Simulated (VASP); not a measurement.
# Si24O47 (a cell with a defect) in VASP: a series of runs, part 2 of 2

VASP 6.6.1. The steps go on from the part before.

### Step 3. Single point, PBEsol

INCAR

```
SYSTEM = Si24O47
ALGO     = Normal         ! electronic algorithm
EDIFF    = 1E-6           ! SCF threshold, eV
ENCUT    = 520            ! plane-wave cutoff, eV
GGA      = PS             ! functional
GGA_COMPAT= .FALSE.      
ISIF     = 2              ! what is computed and relaxed
ISMEAR   = -1             ! smearing method
ISYM     = -1           
LASPH    = .TRUE.         ! aspherical terms in the spheres
LCHARG   = .FALSE.        ! write CHGCAR
LREAL    = Auto         
LWAVE    = .FALSE.        ! write WAVECAR
NBANDS   = 230            ! bands
NELECT   = 376.0        
NELM     = 120            ! most SCF steps
PREC     = Accurate       ! precision mode
SIGMA    = 0.05           ! smearing width, eV
```

KPOINTS

```
explicit points
1
Reciprocal
  0.25000000   0.25000000   0.25000000 1
```

POSCAR

```
Si24O47
1.0
    8.3886930000      0.0000000000      0.0000000000
    0.0000000000      8.3886930000      0.0000000000
    0.0000000000      0.0000000000      8.0356430000
Si O
24 47
Direct
    0.0023800000      0.0007700000      0.9994600000
    0.0007900000      0.0013000000      0.3333600000
    0.0023800000      0.0007800000      0.6672600000
    0.9992800000      0.4985800000      0.0003100000
    0.0213600000      0.5206500000      0.3333600000
    0.9992800000      0.4985800000      0.6664300000
    0.4967800000      0.9960700000      0.9982800000
    0.4922500000      0.9915400000      0.3333500000
    0.4967800000      0.9960700000      0.6684500000
    0.5014700000      0.5016800000      0.9994600000
    0.5020100000      0.5000800000      0.3333600000
    0.5014800000      0.5016800000      0.6672600000
    0.2520300000      0.2490100000      0.1673900000
    0.2520500000      0.2489900000      0.4993300000
    0.2511700000      0.2503100000      0.8333600000
    0.2530400000      0.7523300000      0.1636000000
    0.2530400000      0.7523300000      0.5031300000
    0.2480000000      0.7472900000      0.8333600000
    0.7389600000      0.2382400000      0.1493500000
    0.7389100000      0.2382000000      0.5173900000
    0.7509300000      0.2502200000      0.8333600000
    0.7497200000      0.7513300000      0.1673900000
    0.7497000000      0.7513400000      0.4993300000
    0.7510100000      0.7504600000      0.8333600000
    0.1540400000      0.1539200000      0.0011200000
    0.1555800000      0.1515300000      0.3333500000
    0.1540800000      0.1538900000      0.6656000000
    0.1521900000      0.6514800000      0.0024300000
    0.1603100000      0.6596000000      0.3333500000
    0.1522000000      0.6515000000      0.6642700000
    0.6489100000      0.1482000000      0.9924300000
    0.6728200000      0.1721200000      0.3333500000
    0.6488700000      0.1481600000      0.6743000000
    0.6546300000      0.6533300000      0.0011200000
    0.6522400000      0.6548700000      0.3333500000
    0.6546000000      0.6533700000      0.6656000000
    0.3478800000      0.3478500000      0.0016600000
    0.3486100000      0.3478000000      0.3333800000
    0.3479000000      0.3478500000      0.6650700000
    0.3469700000      0.8462600000      0.9998300000
    0.3474900000      0.8467900000      0.3333800000
    0.3469700000      0.8462600000      0.6669300000
    0.8454400000      0.3447400000      0.0011400000
    0.6047100000      0.4022300000      0.4989000000
    0.8454100000      0.3447100000      0.6656000000
    0.8485600000      0.8471900000      0.0016400000
    0.8485100000      0.8479200000      0.3333800000
    0.8485600000      0.8471900000      0.6650900000
    0.0911500000      0.4004800000      0.1729000000
    0.0911300000      0.4004900000      0.4938200000
    0.0959300000      0.4018100000      0.8333500000
    0.0973000000      0.9044700000      0.1667900000
    0.0972900000      0.9044800000      0.4999400000
    0.0982600000      0.9024400000      0.8333600000
    0.6046400000      0.4022300000      0.1678100000
    0.5981700000      0.4029400000      0.8333500000
    0.5987600000      0.9067300000      0.1684500000
    0.5987700000      0.9067600000      0.4982700000
    0.5954400000      0.8997900000      0.8333700000
    0.4074500000      0.0980600000      0.1684500000
    0.4074700000      0.0980700000      0.4982700000
    0.4005000000      0.0947300000      0.8333700000
    0.4051900000      0.5965900000      0.1667900000
    0.4051900000      0.5965800000      0.4999400000
    0.4031500000      0.5975500000      0.8333600000
    0.9029400000      0.1039400000      0.1678100000
    0.9029400000      0.1040000000      0.4989000000
    0.9036400000      0.0974800000      0.8333500000
    0.9011900000      0.5904500000      0.1729000000
    0.9012000000      0.5904400000      0.4938200000
    0.9025400000      0.5952300000      0.8333500000
```

Potentials or basis: VASP PAW PBE potentials, release 64 (Si, O).

On the command line:

```console
$ cat potpaw_PBE.64/Si/POTCAR potpaw_PBE.64/O/POTCAR > POTCAR
$ mpirun -np 1 vasp_std > vasp.out
```

Run time: 7.4 min. Hardware: 1 thread of Intel Xeon 8259CL, shared host; peak memory 0.55 GiB.

It converged, with:

```
Free energy   : -595.5045 eV
Largest force : 0.082 eV/Å
```

Forces on the atoms (eV/Å):
```
Si   0.004  0.002  0.005
Si  -0.002  0.003  0.000
Si   0.004  0.001 -0.004
Si  -0.002 -0.007 -0.001
Si  -0.022 -0.021 -0.002
Si  -0.003 -0.007 -0.001
Si   0.009  0.011 -0.002
Si   0.021  0.023  0.003
Si   0.009  0.011  0.000
Si   0.003 -0.001  0.006
Si   0.004 -0.005  0.000
Si   0.003  0.000 -0.005
Si  -0.001  0.000  0.001
Si   0.000 -0.002 -0.001
Si   0.001 -0.003  0.000
Si  -0.011 -0.009  0.033
Si  -0.010 -0.008 -0.033
Si   0.005  0.007  0.001
Si   0.025  0.029  0.030
Si   0.024  0.027 -0.030
Si  -0.019 -0.017 -0.002
Si   0.001 -0.004  0.000
Si   0.000 -0.001 -0.001
Si  -0.001  0.000  0.001
O   -0.026 -0.024 -0.003
O   -0.029 -0.020  0.001
O   -0.026 -0.023  0.000
O   -0.027 -0.025 -0.002
O    0.023  0.025  0.001
O   -0.029 -0.027  0.000
O   -0.053 -0.053 -0.034
O   -0.041 -0.044  0.002
O   -0.049 -0.050  0.034
O   -0.023 -0.024 -0.002
O   -0.020 -0.030  0.001
O   -0.023 -0.025 -0.001
O    0.026  0.026 -0.004
O    0.024  0.028  0.000
O    0.024  0.025  0.004
O    0.025  0.027 -0.011
O   -0.005 -0.002 -0.001
O    0.023  0.025  0.010
O    0.049  0.048  0.002
O    0.020 -0.014 -0.005
O    0.049  0.048  0.000
O    0.023  0.024  0.002
O    0.025  0.022  0.000
O    0.022  0.024 -0.002
O    0.026 -0.035 -0.006
O    0.027 -0.036  0.009
O    0.031 -0.025  0.000
O    0.020 -0.024  0.001
O    0.021 -0.025 -0.002
O    0.021 -0.024  0.001
O    0.021 -0.014  0.006
O    0.024 -0.026 -0.001
O    0.024 -0.019 -0.002
O    0.026 -0.022  0.000
O    0.033 -0.029  0.001
O   -0.020  0.024 -0.003
O   -0.022  0.026  0.001
O   -0.028  0.034  0.001
O   -0.026  0.024  0.001
O   -0.024  0.023 -0.002
O   -0.027  0.019  0.001
O   -0.013  0.020  0.009
O   -0.014  0.020 -0.008
O   -0.026  0.021 -0.001
O   -0.036  0.026 -0.004
O   -0.035  0.025  0.008
O   -0.028  0.029  0.001
```

Levels at points of the mesh, in eV from the Fermi level:
```csv
k point,band 185,band 186,band 187,band 188,band 189,band 190,band 191,band 192
"(0.25, 0.25, 0.25)",-1.86,-1.79,-1.71,-1.21,2.01,4.58,4.93,5.60
```

Caveat: the cell carries a net charge on a neutralising background, which shifts energy and pressure; the cell is charged against a uniform background, so pressure and absolute levels hang on convention; the PAW data sets were made with another functional, which shifts forces and pressure a little.
